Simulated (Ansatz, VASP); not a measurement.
## One calculation of Ga5N, two programs

```
CELL_PARAMETERS angstrom
0.00000 4.14209 4.14209
4.14209 0.00000 4.14209
4.14209 4.14209 0.00000
ATOMIC_POSITIONS crystal
Ga 0.63702 0.08894 0.63702
Ga 0.63702 0.63702 0.63702
Ga 0.08894 0.63702 0.63702
Ga 0.63702 0.63702 0.08894
Ga 0.00000 0.00000 0.00000
N 0.50000 0.50000 0.50000
```

Alike in both runs: task relaxation of cell and atoms; functional PBE; k mesh 8 × 8 × 8; occupations gaussian, width 0.1 eV; no spin polarisation.

|  | VASP | Ansatz |
| --- | --- | --- |
| version | VASP 6.6.1 | Ansatz 0.2.0 |
| potentials or method | VASP PAW PBE potentials, release 64 (Ga_d, N), cutoff 600 eV | scalar-relativistic, plane waves, PAW |
| valence electrons in the cell | 70 | 70 |

```csv
,VASP,Ansatz,Ansatz less VASP
"gap on the k mesh at the Fermi level, each at its own relaxed structure (eV)",none,none,-
relaxed volume (Å³/atom),23.65,23.61,-0.035
relaxed cell length with the largest relative difference (Å),5.854,5.852,-0.0029
```

A gap of «none» marks a metal or a gap that the smearing closes.
